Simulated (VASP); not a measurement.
# CdF2 (Fm-3m) in VASP: notebook

Aim: see how the results for CdF2 move with the level of theory and the settings. Levels: PBE+D4, PBEsol. Tasks: relaxation of cell and atoms, single point.

All numbers are computed with VASP 6.6.1; they aren't measurements. Logs are shortened: lines on timing, memory, paths and dates and some standing lists are left out, and cuts for length are marked.

## Step 1: The cell of the first run

The structure is cubic, space group Fm-3m (No. 225). Conventional cell: a = 5.388 Å, b = 5.388 Å, c = 5.388 Å, α = 90.00°, β = 90.00°, γ = 90.00°. Cd (site symmetry m-3m) has 8 F at 2.33 Å within 3.1 Å. Within 3.1 Å of F (site symmetry -43m) lie 4 Cd at 2.33 Å and 6 F at 2.69 Å.

## Step 2: Relaxation of cell and atoms, PBE+D4

Contents of INCAR:

```
SYSTEM = CdF2
ALGO = Normal
EDIFF = 1E-7
EDIFFG = -0.01
ENCUT = 600
GGA = PE
IBRION = 2
ISIF = 3
ISMEAR = -1
IVDW = 13
LASPH = .TRUE.
LCHARG = .FALSE.
LREAL = .FALSE.
LWAVE = .FALSE.
NELM = 100
NSW = 60
PREC = Accurate
SIGMA = 0.05
```

Contents of KPOINTS:

```
k-points
0
G
  9 9 9
  0 0 0
```

Contents of POSCAR:

```
CdF2
1.0
    0.0000000000      2.6940000000      2.6940000000
    2.6940000000      0.0000000000      2.6940000000
    2.6940000000      2.6940000000      0.0000000000
Cd F
1 2
Direct
    0.0000000000      0.0000000000      0.0000000000
    0.7500000000      0.7500000000      0.7500000000
    0.2500000000      0.2500000000      0.2500000000
```

Potentials or basis: VASP PAW PBE potentials, release 64 (Cd, F).

Launch:

```bash
> cat potpaw_PBE.64/Cd/POTCAR potpaw_PBE.64/F/POTCAR > POTCAR
> mpirun -np 1 vasp_std > vasp.out
```

OUTCAR:

```text
SYSTEM = CdF2
   EDIFF = 1E-7
   EDIFFG = -0.01
   ENCUT = 600
   GGA = PE
   IBRION = 2
   ISIF = 3
   ISMEAR = -1
   IVDW = 13
   LASPH = .TRUE.
   LREAL = .FALSE.
   NELM = 100
   NSW = 60
   PREC = Accurate

 ion  position               nearest neighbor table
   1  0.000  0.000  0.000-   2 2.33   2 2.33   2 2.33   2 2.33   3 2.33   3 2.33   3 2.33   3 2.33

   2  0.750  0.750  0.750-   1 2.33   1 2.33   1 2.33   1 2.33
   3  0.250  0.250  0.250-   1 2.33   1 2.33   1 2.33   1 2.33

  LATTYP: Found a face centered cubic cell.
 ALAT       =     5.3880000000

  Lattice vectors:

 A1 = (   0.0000000000,   2.6940000000,   2.6940000000)
 A2 = (   2.6940000000,   0.0000000000,   2.6940000000)
 A3 = (   2.6940000000,   2.6940000000,   0.0000000000)

Analysis of symmetry for initial positions (statically):
=====================================================================
 Subroutine PRICEL returns:
 Original cell was already a primitive cell.

 Routine SETGRP: Setting up the symmetry group for a
 face centered cubic supercell.

 Subroutine GETGRP returns: Found 48 space group operations
[... 9 lines left out ...]

 Routine SETGRP: Setting up the symmetry group for a
 face centered cubic supercell.

 Subroutine GETGRP returns: Found 48 space group operations
[... 11 lines left out ...]
                                     Primitive cell

  volume of cell :      39.1041

  direct lattice vectors                    reciprocal lattice vectors
     0.000000000  2.694000000  2.694000000    -0.185597624  0.185597624  0.185597624
     2.694000000  0.000000000  2.694000000     0.185597624 -0.185597624  0.185597624
     2.694000000  2.694000000  0.000000000     0.185597624  0.185597624 -0.185597624

  length of vectors
     3.809891337  3.809891337  3.809891337     0.321464515  0.321464515  0.321464515

  position of ions in fractional coordinates (direct lattice)
     0.000000000  0.000000000  0.000000000
     0.750000000  0.750000000  0.750000000
     0.250000000  0.250000000  0.250000000

  ion indices of the primitive-cell ions
   primitive index   ion index
                 1           1
                 2           2
                 3           3

----------------------------------------------------------------------------------------

 KPOINTS: k-points

Automatic generation of k-mesh.
 Grid dimensions read from file:
 generate k-points for:    9    9    9

 Generating k-lattice:

  Cartesian coordinates                     Fractional coordinates (reciprocal lattice)
    -0.020621958  0.020621958  0.020621958     0.111111111  0.000000000  0.000000000
     0.020621958 -0.020621958  0.020621958     0.000000000  0.111111111  0.000000000
     0.020621958  0.020621958 -0.020621958     0.000000000  0.000000000  0.111111111

  Length of vectors
     0.035718279  0.035718279  0.035718279

  Shift w.r.t. Gamma in fractional coordinates (k-lattice)
     0.000000000  0.000000000  0.000000000

 Subroutine IBZKPT returns following result:
 ===========================================

 Found     35 irreducible k-points:

 Following reciprocal coordinates:
            Coordinates               Weight
  0.000000  0.000000  0.000000      1.000000
  0.111111  0.000000  0.000000      8.000000
  0.222222  0.000000  0.000000      8.000000
  0.333333  0.000000  0.000000      8.000000
  0.444444  0.000000  0.000000      8.000000
  0.111111  0.111111  0.000000      6.000000
[... 16 lines left out ...]
 -0.333333  0.333333  0.000000     12.000000
  0.444444  0.444444  0.000000      6.000000
 [... further k-points ...]
   k-points           NKPTS =     35   k-points in BZ     NKDIM =     35   number of bands    NBANDS=     17
   number of dos      NEDOS =    301   number of ions     NIONS =      3
   total plane-waves  NPLWV =  27000
   dimension x,y,z NGX =    30 NGY =   30 NGZ =   30
   dimension x,y,z NGXF=    60 NGYF=   60 NGZF=   60
   ions per type =               1   2
   NGX,Y,Z   is equivalent  to a cutoff of  13.09, 13.09, 13.09 a.u.
   NGXF,Y,Z  is equivalent  to a cutoff of  26.18, 26.18, 26.18 a.u.
 SYSTEM =  CdF2
   PREC   = accura    normal or accurate (medium, high low for compatibility)
   ISTART =      0    job   : 0-new  1-cont  2-samecut
   ICHARG =      2    charge: 1-file 2-atom 10-const
   ISPIN  =      1    spin polarized calculation?
   LNONCOLLINEAR =      F non collinear calculations
   LSORBIT =      F    spin-orbit coupling
   LASPH  =      T    aspherical Exc in radial PAW
   ENCUT  =  600.0 eV  44.10 Ry    6.64 a.u.   7.61  7.61  7.61*2*pi/ulx,y,z
   NELM   =    100;   NELMIN=  2; NELMDL= -5     # of ELM steps
   EDIFF  = 0.1E-06   stopping-criterion for ELM
   LREAL  =      F    real-space projection
   EDIFFG = -.1E-01   stopping-criterion for IOM
   NSW    =     60    number of steps for IOM
   IBRION =      2    ionic relax: 0-MD 1-quasi-New 2-CG
   NFREE  =      1    steps in history (QN), initial steepest desc. (CG)
   ISIF   =      3    stress and relaxation
   ISYM   =      2    0-nonsym 1-usesym 2-fastsym
   POTIM  = 0.5000    time-step for ionic-motion
   TEBEG  =    0.0;   TEEND  =   0.0 temperature during run
   PSTRESS=    0.0 pullay stress
   NELECT =      26.0000    total number of electrons
   NUPDOWN=      -1.0000    fix difference up-down
   EMIN   =  10.00;   EMAX   =-10.00  energy-range for DOS
   EFERMI =   0.00;   METHOD = LEGACY
   ISMEAR =    -1;   SIGMA  =   0.05  broadening in eV -4-tet -1-fermi 0-gaus
   EFERMI_NEDOS =   21; number of points for ismear=-14 and -15
   IALGO  =     38    algorithm
   IMIX   =      4    mixing-type and parameters
     AMIX     =   0.40;   BMIX     =  1.00
     AMIX_MAG =   1.60;   BMIX_MAG =  1.00
  volume/ion in A,a.u.               =      13.03        87.96
  Fermi-wavevector in a.u.,A,eV,Ry     =   1.428867  2.700166 27.778468  2.041660
  Thomas-Fermi vector in A             =   2.548882
   LORBIT       =      0    0 simple, 1 ext, 2 COOP (PROOUT), +10 PAW based schemes
   GGA     = PE    functional components
   LHFCALC =     F    Hartree Fock is set to
   AEXX    =    0.0000 exact exchange contribution
   IVDW    =    13    specifies the selected vdW correction
   LEPSILON=     F    determine dielectric tensor
   LRPA    =     F    only Hartree local field effects (RPA)
 conjugate gradient relaxation of ions
 non-spin polarized calculation
  energy-cutoff  :      600.00
  volume of cell :       39.10
 maximum number of plane-waves:      1324
   NGX = 15   NGY = 15   NGZ = 15

--------------------------------------- Ionic step        1  -------------------------------------------

 number of electron      25.9999977 magnetization

 Free energy of the ion-electron system (eV)
  ---------------------------------------------------
  ext. energy  EPLUGINS =         0.00000000
  ---------------------------------------------------
  free energy    TOTEN  =       -10.86303748 eV

  energy without entropy =      -10.86303748  energy(sigma->0) =      -10.86303748

------------------------ aborting loop because EDIFF is reached ----------------------------------------

  DFT-D4 for vdW energy calculation

  Edisp (eV):   -0.52919

  FORCE on cell =-STRESS in cart. coord.  units (eV):
  Direction    XX          YY          ZZ          XY          YZ          ZX
  --------------------------------------------------------------------------------------
  -------------------------------------------------------------------------------------
  Total       0.96513     0.96513     0.96513    -0.00000    -0.00000     0.00000
  in kB      39.54342    39.54342    39.54342    -0.00000    -0.00000     0.00000
  external pressure =       39.54 kB  Pullay stress =        0.00 kB
[... 63 lines left out ...]
  energy  without entropy=      -11.4084381692  energy(sigma->0) =      -11.40843817

--------------------------------------- Ionic step        3  -------------------------------------------

 number of electron      25.9999988 magnetization

 Free energy of the ion-electron system (eV)
  ---------------------------------------------------
  ext. energy  EPLUGINS =         0.00000000
  ---------------------------------------------------
  free energy    TOTEN  =       -10.89842113 eV

  energy without entropy =      -10.89842113  energy(sigma->0) =      -10.89842113

 E-fermi :  -0.4223     XC(G=0): -10.2144

 val. band max:       -1.6097121706   @ k =  -0.3333   0.4444   0.2222
 cond. band min:       1.3584027997   @ k =   0.0000   0.0000   0.0000
 fundamental gap:      2.9681149702
 Fermi energy:        -0.4223432097

 k-point     1 :       0.0000    0.0000    0.0000
  band No.  band energies     occupation
      1     -22.1907      2.00000
      2     -21.1841      2.00000
      3      -7.0955      2.00000
      4      -7.0955      2.00000
      5      -7.0955      2.00000
      6      -6.0412      2.00000
[... 9 lines left out ...]
     16      10.9456      0.00000
     17      10.9456      0.00000
[... 443 lines left out ...]
      1     -21.7803      2.00000
      2     -21.5111      2.00000
      3      -6.8211      2.00000
      4      -6.2968      2.00000
      5      -6.2968      2.00000
      6      -5.9408      2.00000
[... 9 lines left out ...]
     16      10.5589      0.00000
     17      12.3402      0.00000

 [... further k-points ...]

------------------------ aborting loop because EDIFF is reached ----------------------------------------

  DFT-D4 for vdW energy calculation

  Edisp (eV):   -0.51116

  FORCE on cell =-STRESS in cart. coord.  units (eV):
  Direction    XX          YY          ZZ          XY          YZ          ZX
  --------------------------------------------------------------------------------------
  -------------------------------------------------------------------------------------
  Total       0.00164     0.00164     0.00164    -0.00000     0.00000     0.00000
  in kB       0.06497     0.06497     0.06497    -0.00000     0.00000     0.00000
  external pressure =        0.06 kB  Pullay stress =        0.00 kB
[... 18 lines left out ...]
  FREE ENERGIE OF THE ION-ELECTRON SYSTEM (eV)
  ---------------------------------------------------
  free  energy   TOTEN  =       -11.4095790833 eV

  energy  without entropy=      -11.4095790833  energy(sigma->0) =      -11.40957908

 reached required accuracy - stopping structural energy minimisation
```

Wall time 48 s (1 thread of Intel Xeon Platinum 8375C at 2.90GHz (Ice Lake), shared host); peak memory 0.19 GiB.

What came out:

```
Free energy                            : -11.4096 eV
Relaxed volume                         : 13.52 Å³/atom
Relaxed cell                           : a = 3.857 Å, b = 3.857 Å, c = 3.857 Å, α = 60.00°, β = 60.00°, γ = 60.00°
Space group after relaxing (to 0.05 Å) : Fm-3m (No. 225)
Energy gained by relaxing              : 5.8 meV/atom
Ionic steps                            : 3
Pressure after relaxing                : 0.0 GPa
Band gap on the k mesh                 : 2.97 eV, indirect (least direct gap 3.48 eV)
Dispersion energy per atom             : -0.170 eV
```

Step by step:
```csv
step,energy change (eV),largest force (eV/Å),pressure (GPa),volume (Å³)
1,0.0000,0.0000,3.95,39.10
2,-0.0162,0.0000,-0.92,40.95
3,-0.0174,0.0000,0.01,40.56
```

Final structure:
```
CELL_PARAMETERS angstrom
0.00000 2.72703 2.72703
2.72703 0.00000 2.72703
2.72703 2.72703 0.00000
ATOMIC_POSITIONS crystal
Cd 0.00000 0.00000 0.00000
F 0.75000 0.75000 0.75000
F 0.25000 0.25000 0.25000
```

Levels at points of the mesh, in eV from the valence-band top:
```csv
k point,band 10,band 11,band 12,band 13,band 14,band 15,band 16,band 17
"(0.00, 0.00, 0.00)",-0.85,-0.51,-0.51,-0.51,2.97,12.56,12.56,12.56
```

A k mesh can miss the band edges. Zero-point motion and thermal expansion aren't in these numbers.

## Step 3: Single point, PBEsol

This run uses another cell than the first one, of 11.38 Å³/atom, 0.873 times its volume.

Contents of INCAR:

```
SYSTEM = CdF2
PREC = Accurate ; ENCUT = 600
EDIFF = 1E-6 ; ISMEAR = -1
SIGMA = 0.05 ; LREAL = .FALSE.
LASPH = .TRUE. ; NELM = 120
ALGO = Normal ; ISIF = 2
LWAVE = .FALSE. ; LCHARG = .FALSE.
GGA = PS ; NBANDS = 24
GGA_COMPAT = .FALSE.
```

Contents of KPOINTS:

```
regular mesh
0
G
  9 9 9
  0 0 0
```

Contents of POSCAR:

```
CdF2
1.0
    0.0000000000      2.5747267211      2.5747267211
    2.5747267211      0.0000000000      2.5747267211
    2.5747267211      2.5747267211      0.0000000000
Cd F
1 2
Direct
    0.0000000000      0.0000000000      0.0000000000
    0.7500000000      0.7500000000      0.7500000000
    0.2500000000      0.2500000000      0.2500000000
```

Potentials or basis: VASP PAW PBE potentials, release 64 (Cd_sv_GW, F).

Launch:

```bash
> cat potpaw_PBE.64/Cd_sv_GW/POTCAR potpaw_PBE.64/F/POTCAR > POTCAR
> mpirun -np 1 vasp_std > vasp.out
```

Run time: 46 s. Hardware: 1 thread of Intel Xeon Platinum 8259CL at 2.50GHz (Skylake/Cascade Lake), shared host; peak memory 0.2 GiB.

The run converged. Its results:

```
Free energy            : -11.4436 eV
Pressure               : 19.3 GPa
Band gap on the k mesh : 3.42 eV, indirect (least direct gap 3.68 eV)
```

Levels at points of the mesh, in eV from the valence-band top:
```tsv
k point	band 13	band 14	band 15	band 16	band 17	band 18	band 19	band 20	band 21	band 22
(0.00, 0.00, 0.00)	-1.39	-1.39	-0.26	-0.26	-0.26	3.42	13.09	13.09	13.09	18.63
```

Caveat: the PAW data sets were made with another functional, which shifts forces and pressure a little.
